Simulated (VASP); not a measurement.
# BAs5 (F-43m) in VASP: further runs

BAs5 is run at these levels: PBE; tasks: single point, relaxation of cell and atoms.

Program: VASP 6.6.1. These are calculated values, not measurements. Logs are shortened: lines on timing, memory, paths and dates and some standing lists are left out, and cuts for length are marked.

## (1) The cell of the first run

It takes space group F-43m (No. 216, cubic). Conventional cell: a = 9.672 Å, b = 9.672 Å, c = 9.672 Å, α = 90.00°, β = 90.00°, γ = 90.00°. Within 5.4 Å of B (site symmetry -43m) lie 16 As at 4.13 to 4.19 Å. As (site symmetry -43m) has 4 As at 2.60 Å within 3.4 Å. As (site symmetry 3m) has 4 As at 2.60 Å within 3.4 Å.

## (2) Single point, PBE

The input, INCAR:

```
PREC = Accurate ; ENCUT = 520
EDIFF = 1E-6 ; ISMEAR = 0
SIGMA = 0.1 ; LREAL = F
LASPH = T ; NELM = 60
ALGO = Normal ; ISIF = 2
LWAVE = F ; LCHARG = F
GGA = PE ; NBANDS = 23
```

The input, KPOINTS:

```
regular mesh
0
Gamma
  8 8 8
```

The input, POSCAR:

```
BAs5
1.0
    0.0000000000      4.8361838356      4.8361838356
    4.8361838356      0.0000000000      4.8361838356
    4.8361838356      4.8361838356      0.0000000000
B As
1 5
Direct
    0.0000000000      0.0000000000      0.0000000000
    0.2500000000      0.2500000000      0.2500000000
    0.4050726279      0.7847821162      0.4050726279
    0.4050726279      0.4050726279      0.4050726279
    0.7847821162      0.4050726279      0.4050726279
    0.4050726279      0.4050726279      0.7847821162
```

Potentials or basis: VASP PAW PBE potentials, release 64 (B, As).

Started as:

```sh
> cat potpaw_PBE.64/B/POTCAR potpaw_PBE.64/As/POTCAR > POTCAR
> mpirun -np 1 vasp_std > vasp.out
```

OUTCAR:

```text
PREC = Accurate
   ENCUT = 520
   EDIFF = 1E-6
   ISMEAR = 0
   LREAL = F
   LASPH = T
   NELM = 60
   ISIF = 2
   GGA = PE

 ion  position               nearest neighbor table
   1  0.000  0.000  0.000-
   2  0.250  0.250  0.250-   4 2.60   3 2.60   5 2.60   6 2.60
   3  0.405  0.785  0.405-   4 2.60   5 2.60   6 2.60   2 2.60
   4  0.405  0.405  0.405-   3 2.60   5 2.60   6 2.60   2 2.60
   5  0.785  0.405  0.405-   3 2.60   4 2.60   6 2.60   2 2.60
   6  0.405  0.405  0.785-   3 2.60   4 2.60   5 2.60   2 2.60

  LATTYP: Found a face centered cubic cell.
 ALAT       =     9.6723676712

  Lattice vectors:

 A1 = (   0.0000000000,   4.8361838356,   4.8361838356)
 A2 = (   4.8361838356,   0.0000000000,   4.8361838356)
 A3 = (   4.8361838356,   4.8361838356,   0.0000000000)

Analysis of symmetry for initial positions (statically):
=====================================================================
 Subroutine PRICEL returns:
 Original cell was already a primitive cell.

 Routine SETGRP: Setting up the symmetry group for a
 face centered cubic supercell.

 Subroutine GETGRP returns: Found 24 space group operations
 (whereof 24 operations were pure point group operations)
 out of a pool of 48 trial point group operations.

The static configuration has the point symmetry T_d .

Analysis of symmetry for dynamics (positions and initial velocities):
=====================================================================
 Subroutine PRICEL returns:
 Original cell was already a primitive cell.

 Routine SETGRP: Setting up the symmetry group for a
 face centered cubic supercell.

 Subroutine GETGRP returns: Found 24 space group operations
 (whereof 24 operations were pure point group operations)
 out of a pool of 48 trial point group operations.

The dynamic configuration has the point symmetry T_d .

 Subroutine INISYM returns: Found 24 space group operations
 (whereof 24 operations are pure point group operations),
 and found     1 'primitive' translations

----------------------------------------------------------------------------------------

                                     Primitive cell

  volume of cell :     226.2239

  direct lattice vectors                    reciprocal lattice vectors
     0.000000000  4.836183836  4.836183836    -0.103387302  0.103387302  0.103387302
     4.836183836  0.000000000  4.836183836     0.103387302 -0.103387302  0.103387302
     4.836183836  4.836183836  0.000000000     0.103387302  0.103387302 -0.103387302

  length of vectors
     6.839396770  6.839396770  6.839396770     0.179072060  0.179072060  0.179072060

  position of ions in fractional coordinates (direct lattice)
     0.000000000  0.000000000  0.000000000
     0.250000000  0.250000000  0.250000000
     0.405072628  0.784782116  0.405072628
     0.405072628  0.405072628  0.405072628
     0.784782116  0.405072628  0.405072628
     0.405072628  0.405072628  0.784782116

  ion indices of the primitive-cell ions
   primitive index   ion index
                 1           1
                 2           2
                 3           3
                 4           4
                 5           5
                 6           6

----------------------------------------------------------------------------------------

 KPOINTS: regular mesh

Automatic generation of k-mesh.
 Grid dimensions read from file:
 generate k-points for:    8    8    8

 Generating k-lattice:

  Cartesian coordinates                     Fractional coordinates (reciprocal lattice)
    -0.012923413  0.012923413  0.012923413     0.125000000  0.000000000  0.000000000
     0.012923413 -0.012923413  0.012923413     0.000000000  0.125000000  0.000000000
     0.012923413  0.012923413 -0.012923413     0.000000000  0.000000000  0.125000000

  Length of vectors
     0.022384008  0.022384008  0.022384008

  Shift w.r.t. Gamma in fractional coordinates (k-lattice)
     0.000000000  0.000000000  0.000000000

 Subroutine IBZKPT returns following result:
 ===========================================

 Found     29 irreducible k-points:

 Following reciprocal coordinates:
            Coordinates               Weight
  0.000000  0.000000  0.000000      1.000000
  0.125000  0.000000  0.000000      8.000000
  0.250000  0.000000  0.000000      8.000000
  0.375000  0.000000  0.000000      8.000000
  0.500000  0.000000  0.000000      4.000000
  0.125000  0.125000  0.000000      6.000000
[... 16 lines left out ...]
  0.500000  0.250000  0.125000     48.000000
 -0.375000  0.250000  0.125000     24.000000
 [... further k-points ...]
   k-points           NKPTS =     29   k-points in BZ     NKDIM =     29   number of bands    NBANDS=     23
   number of dos      NEDOS =    301   number of ions     NIONS =      6
   total plane-waves  NPLWV = 157464
   dimension x,y,z NGX =    54 NGY =   54 NGZ =   54
   dimension x,y,z NGXF=   108 NGYF=  108 NGZF=  108
   ions per type =               1   5
   NGX,Y,Z   is equivalent  to a cutoff of  13.13, 13.13, 13.13 a.u.
   NGXF,Y,Z  is equivalent  to a cutoff of  26.25, 26.25, 26.25 a.u.
 SYSTEM =  unknown system
   PREC   = accura    normal or accurate (medium, high low for compatibility)
   ISTART =      0    job   : 0-new  1-cont  2-samecut
   ICHARG =      2    charge: 1-file 2-atom 10-const
   ISPIN  =      1    spin polarized calculation?
   LNONCOLLINEAR =      F non collinear calculations
   LSORBIT =      F    spin-orbit coupling
   LASPH  =      T    aspherical Exc in radial PAW
   ENCUT  =  520.0 eV  38.22 Ry    6.18 a.u.  12.72 12.72 12.72*2*pi/ulx,y,z
   NELM   =     60;   NELMIN=  2; NELMDL= -5     # of ELM steps
   EDIFF  = 0.1E-05   stopping-criterion for ELM
   LREAL  =      F    real-space projection
   EDIFFG = 0.1E-04   stopping-criterion for IOM
   NSW    =      0    number of steps for IOM
   IBRION =     -1    ionic relax: 0-MD 1-quasi-New 2-CG
   NFREE  =      0    steps in history (QN), initial steepest desc. (CG)
   ISIF   =      2    stress and relaxation
   ISYM   =      2    0-nonsym 1-usesym 2-fastsym
   POTIM  = 0.5000    time-step for ionic-motion
   TEBEG  =    0.0;   TEEND  =   0.0 temperature during run
   PSTRESS=    0.0 pullay stress
   NELECT =      28.0000    total number of electrons
   NUPDOWN=      -1.0000    fix difference up-down
   EMIN   =  10.00;   EMAX   =-10.00  energy-range for DOS
   EFERMI =   0.00;   METHOD = LEGACY
   ISMEAR =     0;   SIGMA  =   0.10  broadening in eV -4-tet -1-fermi 0-gaus
   EFERMI_NEDOS =   21; number of points for ismear=-14 and -15
   IALGO  =     38    algorithm
   IMIX   =      4    mixing-type and parameters
     AMIX     =   0.40;   BMIX     =  1.00
     AMIX_MAG =   1.60;   BMIX_MAG =  1.00
  volume/ion in A,a.u.               =      37.70       254.44
  Fermi-wavevector in a.u.,A,eV,Ry     =   0.815858  1.541749  9.056374  0.665625
  Thomas-Fermi vector in A             =   1.926022
   LORBIT       =      0    0 simple, 1 ext, 2 COOP (PROOUT), +10 PAW based schemes
   GGA     = PE    functional components
   LHFCALC =     F    Hartree Fock is set to
   AEXX    =    0.0000 exact exchange contribution
   IVDW    =     0    specifies the selected vdW correction
   LEPSILON=     F    determine dielectric tensor
   LRPA    =     F    only Hartree local field effects (RPA)
 non-spin polarized calculation
 Gauss-broadening in eV      SIGMA  =   0.10
  energy-cutoff  :      520.00
  volume of cell :      226.22
 maximum number of plane-waves:      6116
 NGX is ok and might be reduce to    54
   NGX = 25   NGY = 25   NGZ = 25

 number of electron      27.9999999 magnetization

 Free energy of the ion-electron system (eV)
  ---------------------------------------------------
  ext. energy  EPLUGINS =         0.00000000
  ---------------------------------------------------
  free energy    TOTEN  =       -21.56613361 eV

  energy without entropy =      -21.53472801  energy(sigma->0) =      -21.55043081

 E-fermi :   0.6332     XC(G=0):  -6.9306

 val. band max:        0.5775336202   @ k =  -0.1250   0.1250   0.0000
 cond. band min:       0.6405507320   @ k =   0.1250   0.1250   0.0000
 fundamental gap:      0.0630171117
 Fermi energy:         0.6332045037

 k-point     1 :       0.0000    0.0000    0.0000
  band No.  band energies     occupation
      1     -13.3241      2.00000
      2     -10.3760      2.00000
      3      -9.1997      2.00000
      4      -9.1997      2.00000
      5      -9.1997      2.00000
      6      -5.1196      2.00000
[... 15 lines left out ...]
     22       3.9780      0.00000
     23       3.9780      0.00000

 k-point     2 :       0.1250    0.0000    0.0000
  band No.  band energies     occupation
      1     -13.2968      2.00000
      2     -10.5931      2.00000
      3      -9.2042      2.00000
      4      -9.2042      2.00000
      5      -8.9471      2.00000
      6      -5.1399      2.00000
[... 15 lines left out ...]
     22       4.0603      0.00000
     23       4.2030      0.00000

 k-point     3 :       0.2500    0.0000    0.0000
  band No.  band energies     occupation
      1     -13.2243      2.00000
      2     -10.9662      2.00000
      3      -9.2151      2.00000
      4      -9.2151      2.00000
      5      -8.4836      2.00000
      6      -5.1684      2.00000
[... 15 lines left out ...]
     22       4.2549      0.00000
     23       4.5155      0.00000

 k-point     4 :       0.3750    0.0000    0.0000
  band No.  band energies     occupation
      1     -13.1399      2.00000
      2     -11.2629      2.00000
      3      -9.2258      2.00000
      4      -9.2258      2.00000
      5      -8.0902      2.00000
      6      -5.1530      2.00000
[... 15 lines left out ...]
     22       4.3943      0.00000
     23       4.7013      0.00000

 k-point     5 :       0.5000    0.0000    0.0000
  band No.  band energies     occupation
      1     -13.1000      2.00000
      2     -11.3769      2.00000
      3      -9.2303      2.00000
      4      -9.2303      2.00000
      5      -7.9345      2.00000
      6      -5.1221      2.00000
[... 15 lines left out ...]
     22       4.4141      0.00000
     23       4.7605      0.00000

 k-point     6 :       0.1250    0.1250    0.0000
  band No.  band energies     occupation
      1     -13.2873      2.00000
      2     -10.6527      2.00000
      3      -9.2096      2.00000
      4      -9.2096      2.00000
      5      -8.8668      2.00000
      6      -5.1489      2.00000
[... 15 lines left out ...]
     22       3.8044      0.00000
     23       4.4272      0.00000

 k-point     7 :       0.2500    0.1250    0.0000
  band No.  band energies     occupation
      1     -13.2288      2.00000
      2     -10.9461      2.00000
      3      -9.2210      2.00000
      4      -9.2198      2.00000
      5      -8.4931      2.00000
      6      -5.1799      2.00000
[... 353 lines left out ...]
     22       4.2784      0.00000
     23       5.2207      0.00000

 k-point    21 :       0.5000    0.5000    0.0000
  band No.  band energies     occupation
      1     -12.9957      2.00000
      2     -11.6225      2.00000
      3      -9.2655      2.00000
      4      -9.2655      2.00000
      5      -7.4379      2.00000
      6      -5.3161      2.00000
[... 15 lines left out ...]
     22       3.7446      0.00000
     23       5.8031      0.00000

 k-point    22 :       0.3750    0.2500    0.1250
  band No.  band energies     occupation
      1     -13.1629      2.00000
      2     -11.1881      2.00000
      3      -9.2416      2.00000
      4      -9.2275      2.00000
      5      -8.1521      2.00000
      6      -5.2013      2.00000
[... 15 lines left out ...]
     22       4.1292      0.00000
     23       4.8960      0.00000

 k-point    23 :       0.5000    0.2500    0.1250
  band No.  band energies     occupation
      1     -13.0867      2.00000
      2     -11.4091      2.00000
      3      -9.2573      2.00000
      4      -9.2381      2.00000
      5      -7.8213      2.00000
      6      -5.1836      2.00000
[... 15 lines left out ...]
     22       4.3927      0.00000
     23       4.9050      0.00000

 k-point    24 :      -0.3750    0.2500    0.1250
  band No.  band energies     occupation
      1     -13.0510      2.00000
      2     -11.4985      2.00000
      3      -9.2626      2.00000
      4      -9.2434      2.00000
      5      -7.6823      2.00000
      6      -5.1493      2.00000
[... 15 lines left out ...]
     22       4.4699      0.00000
     23       4.9000      0.00000

 [... further k-points ...]
[... 5 lines left out ...]
  --------------------------------------------------------------------------------------
  -------------------------------------------------------------------------------------
  Total        0.1101471      0.1101471      0.1101471     -0.0000000     -0.0000000      0.0000000
  in kB        0.7800908      0.7800908      0.7800908     -0.0000000     -0.0000000      0.0000000
  external PRESSURE =       0.7800908 kB  Pullay stress =       0.0000000 kB

 VOLUME and BASIS-vectors are now :
 -----------------------------------------------------------------------------
  energy-cutoff  :      520.00
  volume of cell :      226.22
      direct lattice vectors                 reciprocal lattice vectors
     0.000000000  4.836183836  4.836183836    -0.103387302  0.103387302  0.103387302
     4.836183836  0.000000000  4.836183836     0.103387302 -0.103387302  0.103387302
     4.836183836  4.836183836  0.000000000     0.103387302  0.103387302 -0.103387302

 POSITION                                       TOTAL-FORCE (eV/Angst)
 -----------------------------------------------------------------------------------
      0.00000      0.00000      0.00000        -0.000000     -0.000000      0.000000
      2.41809      2.41809      2.41809        -0.000000      0.000000      0.000000
      5.75436      3.91801      5.75436         0.024997     -0.024997      0.024997
      3.91801      3.91801      3.91801        -0.024997     -0.024997     -0.024997
      3.91801      5.75436      5.75436        -0.024997      0.024997      0.024997
      5.75436      5.75436      3.91801         0.024997      0.024997     -0.024997
 -----------------------------------------------------------------------------------
    total drift:                                0.000000      0.000000      0.000000

  FREE ENERGIE OF THE ION-ELECTRON SYSTEM (eV)
  ---------------------------------------------------
  free  energy   TOTEN  =       -21.5661336099 eV

  energy  without entropy=      -21.5347280077  energy(sigma->0) =      -21.55043081
```

Wall time 2 min (1 thread of Intel Xeon 6975P-C (Granite Rapids), shared host); peak memory 0.45 GiB.

Results:

| Quantity | Value |
| --- | --- |
| Free energy | -21.5661 eV |
| Pressure | 0.1 GPa |
| Largest force | 0.043 eV/Å |
| Band gap on the k mesh | zero (band 14 reaches 0.79 eV, above the bottom of band 15 at 0.55 eV) |

Forces on the atoms (eV/Å):
```
B    0.000  0.000  0.000
As   0.000  0.000  0.000
As   0.025 -0.025  0.025
As  -0.025 -0.025 -0.025
As  -0.025  0.025  0.025
As   0.025  0.025 -0.025
```

Levels at points of the mesh, in eV from the Fermi level:
```
           k point  band 12  band 13  band 14  band 15  band 16  band 17
(0.00, 0.00, 0.00)    -1.94     0.07     0.07     0.07     0.84     0.84
(0.50, 0.00, 0.00)    -1.94    -0.49    -0.49     0.08     0.47     0.49
(0.50, 0.50, 0.00)    -1.54    -1.49    -1.49     0.09     0.47     0.47
```

[end of part 1 of 2]
